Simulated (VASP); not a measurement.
Write the native input for VASP 6.6.1 that does the following.

```yaml
Task: single point
Functional: PBE
Potentials_or_basis: VASP PAW PBE potentials, release 64 (Ba_sv, Ti_sv, O_h)
Cutoff: 910 eV
k_mesh: 6 × 6 × 6
Occupations: gaussian, width 0.05 eV
Spin: no spin polarisation
Hubbard_terms: Ti d U = 4.0 eV
Dipole_correction: no
Further_INCAR_settings: ALGO = Normal; EDIFF = 1e-06; NBANDS = 28
```

The structure of BaTiO3 lies in POSCAR:

```
BaTiO3
1.0
    4.2086303835      0.0000000000      0.0000000000
    0.0000000000      3.0169455574      3.0302143625
    0.0000000000     -3.0169455574      3.0302143625
Ba Ti O
1 1 3
Direct
    0.0000000000      0.0080771898      0.0080771898
    0.5000000000      0.5197092923      0.5197092923
    0.0000000000      0.4916268263      0.4916268263
    0.5000000000      0.4938075436      0.9829991481
    0.5000000000      0.9829991481      0.4938075436
```

This cell differs from its parent crystal: strain +0.050 along x and y, +0.050 along z.

One way to write it, as run:

INCAR

```
SYSTEM = BaTiO3
PREC = Accurate ; ENCUT = 910
EDIFF = 1E-6 ; ISMEAR = 0
SIGMA = 0.05 ; LREAL = .False.
LASPH = .True. ; NELM = 200
ALGO = Normal ; ISIF = 2
LWAVE = .False. ; LCHARG = .False.
LMAXMIX = 4 ; LDAU = .True.
LDAUTYPE = 2 ; LDAUL = -1 2 -1
LDAUU = 0 4 0 ; LDAUJ = 0 0 0
LDAUPRINT = 1 ; GGA = PE
NBANDS = 28 ; GGA_COMPAT = .False.
```

KPOINTS

```
regular mesh
0
Gamma
  6 6 6
  0 0 0
```

Potentials or basis: VASP PAW PBE potentials, release 64 (Ba_sv, Ti_sv, O_h).

Command:

```console
$ cat potpaw_PBE.64/Ba_sv/POTCAR potpaw_PBE.64/Ti_sv/POTCAR potpaw_PBE.64/O_h/POTCAR > POTCAR
$ mpirun -np 1 vasp_std > vasp.out
```

Results of the run:

```json
{
  "Pressure": "-14.8 GPa",
  "Largest force": "0.685 eV/Å",
  "Band gap on the k mesh": "2.11 eV (least direct gap 2.59 eV)"
}
```

Caveat: the cell differs from its parent crystal (strain +0.050 along x and y, +0.050 along z); the cutoff is under 1.25 times the usual one of these potentials, so pressure, stress and relaxed cells hold a basis-set (Pulay) error; the cell stands under tension; spin-orbit coupling is left out, which moves the levels of the heavy elements.

It took 2.5 min on 1 thread of AMD EPYC 9R45 96-Core Processor (Zen 5), on a shared host, peak memory 0.4 GiB.
